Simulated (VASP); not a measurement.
# CdTe (F-43m) in VASP: notebook, part 2 of 2

VASP 6.6.1. Earlier steps stand in the parts before.

## (3) Relaxation of cell and atoms, LDA

This run uses another cell than the first one, of 35.36 Å³/atom, 1.074 times its volume.

File INCAR:

```
PREC = Accurate ; ENCUT = 600
EDIFF = 1E-7 ; ISMEAR = 0
SIGMA = 0.02 ; LREAL = False
LASPH = True ; NELM = 80
ALGO = Normal ; ISIF = 3
LWAVE = False ; LCHARG = False
GGA = CA ; IBRION = 2
NSW = 100 ; EDIFFG = -0.005
```

File KPOINTS:

```
Automatic mesh
0
Gamma
  10 10 10
```

File POSCAR:

```
CdTe
1.0
    0.0000000000      3.2821135600      3.2821135600
    3.2821135600      0.0000000000      3.2821135600
    3.2821135600      3.2821135600      0.0000000000
Cd Te
1 1
Direct
    0.0000000000      0.0000000000      0.0000000000
    0.7500000000      0.7500000000      0.7500000000
```

Potentials or basis: VASP PAW LDA potentials, release 64 (Cd, Te).

Command:

```console
$ cat potpaw_LDA.64/Cd/POTCAR potpaw_LDA.64/Te/POTCAR > POTCAR
$ mpirun -np 1 vasp_std > vasp.out
```

OUTCAR:

```text
PREC = Accurate
   ENCUT = 600
   EDIFF = 1E-7
   ISMEAR = 0
   LREAL = False
   LASPH = True
   NELM = 80
   ISIF = 3
   GGA = CA
   IBRION = 2
   NSW = 100
   EDIFFG = -0.005

 ion  position               nearest neighbor table
   1  0.000  0.000  0.000-   2 2.84   2 2.84   2 2.84   2 2.84
   2  0.750  0.750  0.750-   1 2.84   1 2.84   1 2.84   1 2.84

  LATTYP: Found a face centered cubic cell.
 ALAT       =     6.5642271200

  Lattice vectors:

 A1 = (   0.0000000000,   3.2821135600,   3.2821135600)
 A2 = (   3.2821135600,   0.0000000000,   3.2821135600)
 A3 = (   3.2821135600,   3.2821135600,   0.0000000000)

Analysis of symmetry for initial positions (statically):
=====================================================================
 Subroutine PRICEL returns:
 Original cell was already a primitive cell.

 Routine SETGRP: Setting up the symmetry group for a
 face centered cubic supercell.

 Subroutine GETGRP returns: Found 24 space group operations
 (whereof 24 operations were pure point group operations)
 out of a pool of 48 trial point group operations.

The static configuration has the point symmetry T_d .

Analysis of symmetry for dynamics (positions and initial velocities):
[... 170 lines left out ...]
  in kB      -26.3631925    -26.3631925    -26.3631925     -0.0000000      0.0000000      0.0000000
  external PRESSURE =     -26.3631925 kB  Pullay stress =       0.0000000 kB
[... 59 lines left out ...]
--------------------------------------- Ionic step        3  -------------------------------------------

 number of electron      18.0000001 magnetization

 Free energy of the ion-electron system (eV)
  ---------------------------------------------------
  ext. energy  EPLUGINS =         0.00000000
  ---------------------------------------------------
  free energy    TOTEN  =        -6.05299942 eV

  energy without entropy =       -6.05299942  energy(sigma->0) =       -6.05299942

 E-fermi :   2.5692     XC(G=0):  -9.0711

 val. band max:        2.4234514332   @ k =   0.0000   0.0000   0.0000
 cond. band min:       3.0637780596   @ k =   0.0000   0.0000   0.0000
 fundamental gap:      0.6403266263
 Fermi energy:         2.5692340045

 k-point     1 :       0.0000    0.0000    0.0000
  band No.  band energies     occupation
      1      -8.9856      2.00000
      2      -5.9718      2.00000
      3      -5.9718      2.00000
      4      -5.9718      2.00000
      5      -5.6858      2.00000
      6      -5.6858      2.00000
      7       2.4235      2.00000
      8       2.4235      2.00000
      9       2.4235      2.00000
     10       3.0638      0.00000
     11       6.9052      0.00000
     12       6.9052      0.00000
     13       6.9052      0.00000
[... 354 lines left out ...]
  band No.  band energies     occupation
      1      -8.5277      2.00000
      2      -5.8472      2.00000
      3      -5.8362      2.00000
      4      -5.7764      2.00000
      5      -5.6612      2.00000
      6      -5.4256      2.00000
      7      -1.4253      2.00000
      8       0.6031      2.00000
      9       0.7963      2.00000
     10       5.1234      0.00000
     11       5.6268      0.00000
     12       9.0830      0.00000
     13       9.8338      0.00000

 [... further k-points ...]
[... 5 lines left out ...]
  --------------------------------------------------------------------------------------
  -------------------------------------------------------------------------------------
  Total        0.0005229      0.0005229      0.0005229     -0.0000000     -0.0000000      0.0000000
  in kB        0.0126697      0.0126697      0.0126697     -0.0000000     -0.0000000      0.0000000
  external PRESSURE =       0.0126697 kB  Pullay stress =       0.0000000 kB
[... 17 lines left out ...]
  FREE ENERGIE OF THE ION-ELECTRON SYSTEM (eV)
  ---------------------------------------------------
  free  energy   TOTEN  =        -6.0529994240 eV

  energy  without entropy=       -6.0529994240  energy(sigma->0) =       -6.05299942

 reached required accuracy - stopping structural energy minimisation
```

OSZICAR:

```text
N       E                     dE             d eps       ncg     rms          rms(c)
[... 28 lines left out ...]
DAV:   2    -0.605914241673E+01    0.51927E-01   -0.14196E-01  1337   0.624E+00    0.637E-01
DAV:   3    -0.605395930013E+01    0.51831E-02   -0.12877E-02  1292   0.127E+00    0.538E-01
DAV:   4    -0.605306424058E+01    0.89506E-03   -0.13899E-03  1322   0.311E-01    0.103E-01
DAV:   5    -0.605300304861E+01    0.61192E-04   -0.15971E-04  1302   0.176E-01    0.671E-02
DAV:   6    -0.605300029616E+01    0.27524E-05   -0.34333E-05  1265   0.584E-02    0.174E-02
DAV:   7    -0.605299929828E+01    0.99789E-06   -0.58102E-06  1502   0.345E-02    0.403E-03
DAV:   8    -0.605299941823E+01   -0.11996E-06   -0.47078E-07  1232   0.789E-03    0.183E-03
DAV:   9    -0.605299942401E+01   -0.57803E-08   -0.33027E-08   611   0.234E-03
   3 F= -.60529994E+01 E0= -.60529994E+01  d E =-.401226E-01
```

CONTCAR:

```text
CdTe
   1.00000000000000
    -0.0000000000000000    3.2096509537309275    3.2096509537309275
     3.2096509537309275    0.0000000000000000    3.2096509537309275
     3.2096509537309275    3.2096509537309275    0.0000000000000000
  Cd              Te
     1     1
Direct
     0.0000000000000000    0.0000000000000000    0.0000000000000000
     0.7500000000000000    0.7500000000000000    0.7500000000000000

  0.00000000E+00  0.00000000E+00  0.00000000E+00
  0.00000000E+00  0.00000000E+00  0.00000000E+00
```

Run time: 81 s. Hardware: 1 thread of AMD EPYC 9R45 (Zen 5), shared host; peak memory 0.2 GiB.

Results:

```yaml
Free_energy: -6.0530 eV
Relaxed_volume: 33.07 Å³/atom
Relaxed_cell: a = 4.539 Å, b = 4.539 Å, c = 4.539 Å, α = 60.00°, β = 60.00°, γ = 60.00°
Space_group_after_relaxing_to_0.05_Å: F-43m (No. 216)
Energy_gained_by_relaxing: 20.1 meV/atom
Ionic_steps: 3
Pressure_after_relaxing: 0.0 GPa
Band_gap_on_the_k_mesh: 0.64 eV, direct
```

The path:
| step | energy change (eV) | largest force (eV/Å) | pressure (GPa) | volume (Å³) |
| --- | --- | --- | --- | --- |
| 1 | 0.0000 | 0.0000 | -2.64 | 70.71 |
| 2 | -0.0368 | 0.0000 | 0.89 | 64.92 |
| 3 | -0.0401 | 0.0000 | 0.00 | 66.13 |

Final structure:
```xyz
2
Lattice="0.0000 3.2097 3.2097 3.2097 0.0000 3.2097 3.2097 3.2097 0.0000" Properties=species:S:1:pos:R:3 pbc="T T T"
Cd    0.0000    0.0000    0.0000
Te    4.8145    4.8145    4.8145
```

Levels at points of the mesh, in eV from the valence-band top:
| k point | band 5 | band 6 | band 7 | band 8 | band 9 | band 10 | band 11 | band 12 | band 13 |
| --- | --- | --- | --- | --- | --- | --- | --- | --- | --- |
| (0.00, 0.00, 0.00) | -8.11 | -8.11 | 0.00 | 0.00 | 0.00 | 0.64 | 4.48 | 4.48 | 4.48 |
| (0.50, 0.00, 0.00) | -8.10 | -7.74 | -4.67 | -0.83 | -0.83 | 1.69 | 5.08 | 5.08 | 6.88 |
| (0.50, 0.50, 0.00) | -8.08 | -7.60 | -4.52 | -1.99 | -1.99 | 2.38 | 2.54 | 8.80 | 9.13 |

Caveat: spin-orbit coupling is left out, which moves the levels of the heavy elements.
